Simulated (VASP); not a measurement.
# MgS (Fm-3m) in VASP: a series of runs

Runs on MgS. Level: PBEsol. Tasks: single point, relaxation of cell and atoms.

All numbers are computed with VASP 6.6.1; they aren't measurements. Logs are shortened: lines on timing, memory, paths and dates and some standing lists are left out, and cuts for length are marked.

## (1) The cell of the first run

Symmetry: Fm-3m, No. 225, cubic system. The conventional cell has a = 5.182 Å, b = 5.182 Å, c = 5.182 Å, α = 90.00°, β = 90.00°, γ = 90.00°. Mg (site symmetry m-3m) has 6 S at 2.59 Å within 3.4 Å. S (site symmetry m-3m) has 6 Mg at 2.59 Å within 3.4 Å.

## (2) Single point, PBEsol

Contents of INCAR:

```
PREC = Accurate
ENCUT = 600
EDIFF = 1E-6
ISMEAR = -1
SIGMA = 0.08
LREAL = F
LASPH = T
NELM = 120
ALGO = Normal
ISIF = 2
LWAVE = F
LCHARG = F
GGA = PS
NBANDS = 11
GGA_COMPAT = F
```

Contents of KPOINTS:

```
regular mesh
0
Gamma
  12 12 12
```

Contents of POSCAR:

```
MgS
1.0
    0.0000000000      2.5909610223      2.5909610223
    2.5909610223      0.0000000000      2.5909610223
    2.5909610223      2.5909610223      0.0000000000
Mg S
1 1
Direct
    0.0000000000      0.0000000000      0.0000000000
    0.5000000000      0.5000000000      0.5000000000
```

Potentials or basis: VASP PAW PBE potentials, release 64 (Mg, S).

Launch:

```console
cat potpaw_PBE.64/Mg/POTCAR potpaw_PBE.64/S/POTCAR > POTCAR
mpirun -np 1 vasp_std > vasp.out
```

OUTCAR:

```text
PREC = Accurate
   ENCUT = 600
   EDIFF = 1E-6
   ISMEAR = -1
   LREAL = F
   LASPH = T
   NELM = 120
   ISIF = 2
   GGA = PS

 ion  position               nearest neighbor table
   1  0.000  0.000  0.000-   2 2.59   2 2.59   2 2.59   2 2.59   2 2.59   2 2.59
   2  0.500  0.500  0.500-   1 2.59   1 2.59   1 2.59   1 2.59   1 2.59   1 2.59

  LATTYP: Found a face centered cubic cell.
 ALAT       =     5.1819220446

  Lattice vectors:

 A1 = (   0.0000000000,   2.5909610223,   2.5909610223)
 A2 = (   2.5909610223,   0.0000000000,   2.5909610223)
 A3 = (   2.5909610223,   2.5909610223,   0.0000000000)

Analysis of symmetry for initial positions (statically):
=====================================================================
 Subroutine PRICEL returns:
 Original cell was already a primitive cell.

 Routine SETGRP: Setting up the symmetry group for a
 face centered cubic supercell.

 Subroutine GETGRP returns: Found 48 space group operations
 (whereof 48 operations were pure point group operations)
 out of a pool of 48 trial point group operations.

The static configuration has the point symmetry O_h .

Analysis of symmetry for dynamics (positions and initial velocities):
=====================================================================
 Subroutine PRICEL returns:
 Original cell was already a primitive cell.

 Routine SETGRP: Setting up the symmetry group for a
 face centered cubic supercell.

 Subroutine GETGRP returns: Found 48 space group operations
 (whereof 48 operations were pure point group operations)
 out of a pool of 48 trial point group operations.

The dynamic configuration has the point symmetry O_h .

 Subroutine INISYM returns: Found 48 space group operations
 (whereof 48 operations are pure point group operations),
 and found     1 'primitive' translations

----------------------------------------------------------------------------------------

                                     Primitive cell

  volume of cell :      34.7867

  direct lattice vectors                    reciprocal lattice vectors
     0.000000000  2.590961022  2.590961022    -0.192978588  0.192978588  0.192978588
     2.590961022  0.000000000  2.590961022     0.192978588 -0.192978588  0.192978588
     2.590961022  2.590961022  0.000000000     0.192978588  0.192978588 -0.192978588

  length of vectors
     3.664172217  3.664172217  3.664172217     0.334248719  0.334248719  0.334248719

  position of ions in fractional coordinates (direct lattice)
     0.000000000  0.000000000  0.000000000
     0.500000000  0.500000000  0.500000000

  ion indices of the primitive-cell ions
   primitive index   ion index
                 1           1
                 2           2

----------------------------------------------------------------------------------------

 KPOINTS: regular mesh

Automatic generation of k-mesh.
 Grid dimensions read from file:
 generate k-points for:   12   12   12

 Generating k-lattice:

  Cartesian coordinates                     Fractional coordinates (reciprocal lattice)
    -0.016081549  0.016081549  0.016081549     0.083333333  0.000000000  0.000000000
     0.016081549 -0.016081549  0.016081549     0.000000000  0.083333333  0.000000000
     0.016081549  0.016081549 -0.016081549     0.000000000  0.000000000  0.083333333

  Length of vectors
     0.027854060  0.027854060  0.027854060

  Shift w.r.t. Gamma in fractional coordinates (k-lattice)
     0.000000000  0.000000000  0.000000000

 Subroutine IBZKPT returns following result:
 ===========================================

 Found     72 irreducible k-points:

 Following reciprocal coordinates:
            Coordinates               Weight
  0.000000  0.000000  0.000000      1.000000
  0.083333  0.000000  0.000000      8.000000
  0.166667  0.000000  0.000000      8.000000
  0.250000  0.000000  0.000000      8.000000
  0.333333  0.000000  0.000000      8.000000
  0.416667  0.000000  0.000000      8.000000
[... 16 lines left out ...]
  0.500000  0.166667  0.000000     24.000000
 -0.416667  0.166667  0.000000     24.000000
 [... further k-points ...]
   k-points           NKPTS =     72   k-points in BZ     NKDIM =     72   number of bands    NBANDS=     11
   number of dos      NEDOS =    301   number of ions     NIONS =      2
   total plane-waves  NPLWV =  27000
   dimension x,y,z NGX =    30 NGY =   30 NGZ =   30
   dimension x,y,z NGXF=    60 NGYF=   60 NGZF=   60
   ions per type =               1   1
   NGX,Y,Z   is equivalent  to a cutoff of  13.61, 13.61, 13.61 a.u.
   NGXF,Y,Z  is equivalent  to a cutoff of  27.22, 27.22, 27.22 a.u.
 SYSTEM =  unknown system
   PREC   = accura    normal or accurate (medium, high low for compatibility)
   ISTART =      0    job   : 0-new  1-cont  2-samecut
   ICHARG =      2    charge: 1-file 2-atom 10-const
   ISPIN  =      1    spin polarized calculation?
   LNONCOLLINEAR =      F non collinear calculations
   LSORBIT =      F    spin-orbit coupling
   LASPH  =      T    aspherical Exc in radial PAW
   ENCUT  =  600.0 eV  44.10 Ry    6.64 a.u.   7.32  7.32  7.32*2*pi/ulx,y,z
   NELM   =    120;   NELMIN=  2; NELMDL= -5     # of ELM steps
   EDIFF  = 0.1E-05   stopping-criterion for ELM
   LREAL  =      F    real-space projection
   EDIFFG = 0.1E-04   stopping-criterion for IOM
   NSW    =      0    number of steps for IOM
   IBRION =     -1    ionic relax: 0-MD 1-quasi-New 2-CG
   NFREE  =      0    steps in history (QN), initial steepest desc. (CG)
   ISIF   =      2    stress and relaxation
   ISYM   =      2    0-nonsym 1-usesym 2-fastsym
   POTIM  = 0.5000    time-step for ionic-motion
   TEBEG  =    0.0;   TEEND  =   0.0 temperature during run
   PSTRESS=    0.0 pullay stress
   NELECT =       8.0000    total number of electrons
   NUPDOWN=      -1.0000    fix difference up-down
   EMIN   =  10.00;   EMAX   =-10.00  energy-range for DOS
   EFERMI =   0.00;   METHOD = LEGACY
   ISMEAR =    -1;   SIGMA  =   0.08  broadening in eV -4-tet -1-fermi 0-gaus
   EFERMI_NEDOS =   21; number of points for ismear=-14 and -15
   IALGO  =     38    algorithm
   IMIX   =      4    mixing-type and parameters
     AMIX     =   0.40;   BMIX     =  1.00
     AMIX_MAG =   1.60;   BMIX_MAG =  1.00
  volume/ion in A,a.u.               =      17.39       117.38
  Fermi-wavevector in a.u.,A,eV,Ry     =   1.002999  1.895394 13.687563  1.006008
  Thomas-Fermi vector in A             =   2.135523
   LORBIT       =      0    0 simple, 1 ext, 2 COOP (PROOUT), +10 PAW based schemes
   GGA     = PS    functional components
   LHFCALC =     F    Hartree Fock is set to
   AEXX    =    0.0000 exact exchange contribution
   IVDW    =     0    specifies the selected vdW correction
   LEPSILON=     F    determine dielectric tensor
   LRPA    =     F    only Hartree local field effects (RPA)
 non-spin polarized calculation
  energy-cutoff  :      600.00
  volume of cell :       34.79
 maximum number of plane-waves:      1211
 NGX is ok and might be reduce to    30
   NGX = 15   NGY = 15   NGZ = 15

 number of electron       8.0000000 magnetization

 Free energy of the ion-electron system (eV)
  ---------------------------------------------------
  ext. energy  EPLUGINS =         0.00000000
  ---------------------------------------------------
  free energy    TOTEN  =        -9.07576452 eV

  energy without entropy =       -9.07576452  energy(sigma->0) =       -9.07576452

 E-fermi :   5.2345     XC(G=0):  -9.8879

 val. band max:        3.7861391157   @ k =   0.0000   0.0000   0.0000
 cond. band min:       6.5158670367   @ k =   0.5000   0.5000   0.0000
 fundamental gap:      2.7297279210
 Fermi energy:         5.2344987584

 k-point     1 :       0.0000    0.0000    0.0000
  band No.  band energies     occupation
      1      -8.9684      2.00000
      2       3.7861      2.00000
      3       3.7861      2.00000
      4       3.7861      2.00000
      5       7.4764      0.00000
      6      11.6320      0.00000
      7      11.6320      0.00000
      8      11.6320      0.00000
      9      14.1108      0.00000
     10      14.1108      0.00000
     11      16.1115      0.00000

 k-point     2 :       0.0833    0.0000    0.0000
  band No.  band energies     occupation
      1      -8.8983      2.00000
      2       3.2412      2.00000
      3       3.7369      2.00000
      4       3.7369      2.00000
      5       7.9182      0.00000
      6      11.4246      0.00000
      7      11.7728      0.00000
      8      11.7728      0.00000
      9      13.7227      0.00000
     10      13.7227      0.00000
     11      16.5563      0.00000

 k-point     3 :       0.1667    0.0000    0.0000
  band No.  band energies     occupation
      1      -8.6963      2.00000
      2       2.1133      2.00000
      3       3.6097      2.00000
      4       3.6097      2.00000
      5       8.5619      0.00000
      6      11.3540      0.00000
      7      11.9158      0.00000
      8      11.9158      0.00000
      9      13.3908      0.00000
     10      13.3908      0.00000
     11      16.1845      0.00000

 k-point     4 :       0.2500    0.0000    0.0000
  band No.  band energies     occupation
      1      -8.3900      2.00000
      2       0.9059      2.00000
      3       3.4508      2.00000
      4       3.4508      2.00000
      5       8.6608      0.00000
      6      11.5384      0.00000
      7      11.5384      0.00000
      8      12.0679      0.00000
      9      14.0249      0.00000
     10      14.0249      0.00000
     11      15.6303      0.00000

 k-point     5 :       0.3333    0.0000    0.0000
  band No.  band energies     occupation
      1      -8.0361      2.00000
      2      -0.1544      2.00000
      3       3.3059      2.00000
      4       3.3059      2.00000
      5       8.4547      0.00000
      6      11.0598      0.00000
      7      11.0598      0.00000
      8      13.1775      0.00000
      9      15.2613      0.00000
     10      15.2613      0.00000
     11      15.2625      0.00000
[... 211 lines left out ...]
 k-point    21 :       0.3333    0.1667    0.0000
  band No.  band energies     occupation
      1      -8.0763      2.00000
      2       0.5421      2.00000
      3       2.7437      2.00000
      4       2.8710      2.00000
      5       9.0211      0.00000
      6      10.2663      0.00000
      7      11.2234      0.00000
      8      12.5901      0.00000
      9      14.7484      0.00000
     10      16.0532      0.00000
     11      17.5464      0.00000

 k-point    22 :       0.4167    0.1667    0.0000
  band No.  band energies     occupation
      1      -7.7579      2.00000
      2      -0.2551      2.00000
      3       2.4169      2.00000
      4       2.8036      2.00000
      5       8.8161      0.00000
      6      10.3042      0.00000
      7      12.0056      0.00000
      8      12.0587      0.00000
      9      15.7417      0.00000
     10      17.5099      0.00000
     11      17.5710      0.00000

 k-point    23 :       0.5000    0.1667    0.0000
  band No.  band energies     occupation
      1      -7.5298      2.00000
      2      -0.7562      2.00000
      3       2.1364      2.00000
      4       2.8325      2.00000
      5       8.7957      0.00000
      6      10.2033      0.00000
      7      11.6364      0.00000
      8      13.1801      0.00000
      9      16.0818      0.00000
     10      17.8753      0.00000
     11      18.2553      0.00000

 k-point    24 :      -0.4167    0.1667    0.0000
  band No.  band energies     occupation
      1      -7.4946      2.00000
      2      -0.8242      2.00000
      3       1.9626      2.00000
      4       2.9522      2.00000
      5       8.9753      0.00000
      6      10.1898      0.00000
      7      11.3873      0.00000
      8      13.7788      0.00000
      9      16.4054      0.00000
     10      16.6109      0.00000
     11      17.6248      0.00000

 [... further k-points ...]
[... 5 lines left out ...]
  --------------------------------------------------------------------------------------
  -------------------------------------------------------------------------------------
  Total       -0.0411139     -0.0411139     -0.0411139     -0.0000000      0.0000000      0.0000000
  in kB       -1.8935941     -1.8935941     -1.8935941     -0.0000000      0.0000000      0.0000000
  external PRESSURE =      -1.8935941 kB  Pullay stress =       0.0000000 kB

 VOLUME and BASIS-vectors are now :
 -----------------------------------------------------------------------------
  energy-cutoff  :      600.00
  volume of cell :       34.79
      direct lattice vectors                 reciprocal lattice vectors
     0.000000000  2.590961022  2.590961022    -0.192978588  0.192978588  0.192978588
     2.590961022  0.000000000  2.590961022     0.192978588 -0.192978588  0.192978588
     2.590961022  2.590961022  0.000000000     0.192978588  0.192978588 -0.192978588

 POSITION                                       TOTAL-FORCE (eV/Angst)
 -----------------------------------------------------------------------------------
      0.00000      0.00000      0.00000         0.000000     -0.000000      0.000000
      2.59096      2.59096      2.59096        -0.000000      0.000000     -0.000000
 -----------------------------------------------------------------------------------
    total drift:                               -0.000000     -0.000000      0.000000

  FREE ENERGIE OF THE ION-ELECTRON SYSTEM (eV)
  ---------------------------------------------------
  free  energy   TOTEN  =        -9.0757645189 eV

  energy  without entropy=       -9.0757645174  energy(sigma->0) =       -9.07576452
```

Wall time 22 s (1 thread of Intel Xeon 6975P-C, shared host); peak memory 0.19 GiB.

Results:

```
Free energy            : -9.0758 eV
Pressure               : -0.2 GPa
Band gap on the k mesh : 2.73 eV, indirect (least direct gap 3.69 eV)
```

Caveat: the PAW data sets were made with another functional, which shifts forces and pressure a little. A k mesh can miss the band edges.

## (3) Relaxation of cell and atoms, PBEsol

This run uses another cell than the first one, of 17.61 Å³/atom, 1.012 times its volume.

Contents of INCAR:

```
SYSTEM = MgS
  PREC = Accurate
  ENCUT = 600
  EDIFF = 1E-7
  ISMEAR = -1
  SIGMA = 0.08
  LREAL = .False.
  LASPH = .True.
  NELM = 120
  ALGO = Normal
  ISIF = 3
  LWAVE = .False.
  LCHARG = .False.
  GGA = PS
  IBRION = 2
  NSW = 100
  EDIFFG = -0.002
  GGA_COMPAT = .False.
  NELMIN = 4
```

Contents of KPOINTS:

```
Automatic mesh
0
Gamma
  12 12 12
  0 0 0
```

Contents of POSCAR:

```
MgS
1.0
    0.0000000000      2.6016500000      2.6016500000
    2.6016500000      0.0000000000      2.6016500000
    2.6016500000      2.6016500000      0.0000000000
Mg S
1 1
Direct
    0.0000000000      0.0000000000      0.0000000000
    0.5000000000      0.5000000000      0.5000000000
```

Potentials or basis: VASP PAW PBE potentials, release 64 (Mg, S).

Launch:

```console
cat potpaw_PBE.64/Mg/POTCAR potpaw_PBE.64/S/POTCAR > POTCAR
mpirun -np 1 vasp_std > vasp.out
```

OUTCAR:

```text
SYSTEM = MgS
   PREC = Accurate
   ENCUT = 600
   EDIFF = 1E-7
   ISMEAR = -1
   LREAL = .False.
   LASPH = .True.
   NELM = 120
   ISIF = 3
   GGA = PS
   IBRION = 2
   NSW = 100
   EDIFFG = -0.002
   NELMIN = 4

 ion  position               nearest neighbor table
   1  0.000  0.000  0.000-   2 2.60   2 2.60   2 2.60   2 2.60   2 2.60   2 2.60
   2  0.500  0.500  0.500-   1 2.60   1 2.60   1 2.60   1 2.60   1 2.60   1 2.60

  LATTYP: Found a face centered cubic cell.
 ALAT       =     5.2033000000

  Lattice vectors:

 A1 = (   0.0000000000,   2.6016500000,   2.6016500000)
 A2 = (   2.6016500000,   0.0000000000,   2.6016500000)
 A3 = (   2.6016500000,   2.6016500000,   0.0000000000)

Analysis of symmetry for initial positions (statically):
=====================================================================
 Subroutine PRICEL returns:
[... 251 lines left out ...]

  energy without entropy =       -9.07583059  energy(sigma->0) =       -9.07583059

 E-fermi :   5.2626     XC(G=0):  -9.8969

 val. band max:        3.8055804526   @ k =   0.0000   0.0000   0.0000
 cond. band min:       6.5401121416   @ k =   0.5000   0.5000   0.0000
 fundamental gap:      2.7345316890
 Fermi energy:         5.2626303993

 k-point     1 :       0.0000    0.0000    0.0000
  band No.  band energies     occupation
      1      -8.9616      2.00000
      2       3.8056      2.00000
      3       3.8056      2.00000
      4       3.8056      2.00000
      5       7.5134      0.00000
      6      11.6503      0.00000
      7      11.6503      0.00000
      8      11.6503      0.00000
[... 243 lines left out ...]
 k-point    24 :      -0.4167    0.1667    0.0000
  band No.  band energies     occupation
      1      -7.4817      2.00000
      2      -0.8157      2.00000
      3       1.9765      2.00000
      4       2.9685      2.00000
      5       8.9982      0.00000
      6      10.2162      0.00000
      7      11.4115      0.00000
      8      13.8138      0.00000

 [... further k-points ...]
[... 5 lines left out ...]
  --------------------------------------------------------------------------------------
  -------------------------------------------------------------------------------------
  Total        0.0003199      0.0003199      0.0003199     -0.0000000     -0.0000000     -0.0000000
  in kB        0.0147639      0.0147639      0.0147639     -0.0000000     -0.0000000     -0.0000000
  external PRESSURE =       0.0147639 kB  Pullay stress =       0.0000000 kB
[... 17 lines left out ...]
  FREE ENERGIE OF THE ION-ELECTRON SYSTEM (eV)
  ---------------------------------------------------
  free  energy   TOTEN  =        -9.0758305914 eV

  energy  without entropy=       -9.0758305900  energy(sigma->0) =       -9.07583059

 reached required accuracy - stopping structural energy minimisation
```

OSZICAR:

```text
N       E                     dE             d eps       ncg     rms          rms(c)
DAV:   1     0.268077168337E+02    0.26808E+02   -0.39750E+03  1168   0.920E+02
DAV:   2    -0.831948855255E+01   -0.35127E+02   -0.33841E+02  1584   0.112E+02
DAV:   3    -0.943908369443E+01   -0.11196E+01   -0.11196E+01  1344   0.280E+01
[... 24 lines left out ...]
DAV:   3    -0.907583386405E+01    0.28882E-04   -0.15770E-04  1344   0.706E-02    0.263E-02
DAV:   4    -0.907583294806E+01    0.91599E-06   -0.11355E-06  1312   0.958E-03    0.225E-02
DAV:   5    -0.907583041576E+01    0.25323E-05   -0.63719E-07  1272   0.623E-03    0.292E-03
DAV:   6    -0.907583056914E+01   -0.15338E-06   -0.93011E-09   616   0.896E-04    0.144E-03
DAV:   7    -0.907583059145E+01   -0.22310E-07   -0.77386E-10   624   0.246E-04
   3 F= -.90758306E+01 E0= -.90758306E+01  d E =-.178887E-02
```

CONTCAR:

```text
MgS
   1.00000000000000
     0.0000000000000000    2.5890787467655705    2.5890787467655705
     2.5890787467655705   -0.0000000000000000    2.5890787467655705
     2.5890787467655705    2.5890787467655705    0.0000000000000000
  Mg              S
     1     1
Direct
     0.0000000000000000    0.0000000000000000    0.0000000000000000
     0.5000000000000000    0.5000000000000000    0.5000000000000000

  0.00000000E+00  0.00000000E+00  0.00000000E+00
  0.00000000E+00  0.00000000E+00  0.00000000E+00
```

Wall time 46 s (1 thread of Intel Xeon 6975P-C, shared host); peak memory 0.19 GiB.

What came out:

* Free energy: -9.0758 eV
* Relaxed volume: 17.36 Å³/atom
* Relaxed cell: a = 3.662 Å, b = 3.662 Å, c = 3.662 Å, α = 60.00°, β = 60.00°, γ = 60.00°
* Space group after relaxing (to 0.05 Å): Fm-3m (No. 225)
* Energy gained by relaxing: 0.9 meV/atom
* Ionic steps: 3
* Pressure after relaxing: 0.0 GPa
* Band gap on the k mesh: 2.73 eV, indirect (least direct gap 3.71 eV)

Step by step:
```csv
step,energy change (eV),largest force (eV/Å),pressure (GPa),volume (Å³)
1,0.0000,0.0000,-1.11,35.22
2,-0.0017,0.0000,0.26,34.60
3,-0.0018,0.0000,0.00,34.71
```

Final structure:
```
CELL_PARAMETERS angstrom
0.00000 2.58908 2.58908
2.58908 0.00000 2.58908
2.58908 2.58908 0.00000
ATOMIC_POSITIONS crystal
Mg 0.00000 0.00000 0.00000
S 0.50000 0.50000 0.50000
```

Caveat: the PAW data sets were made with another functional, which shifts forces and pressure a little.
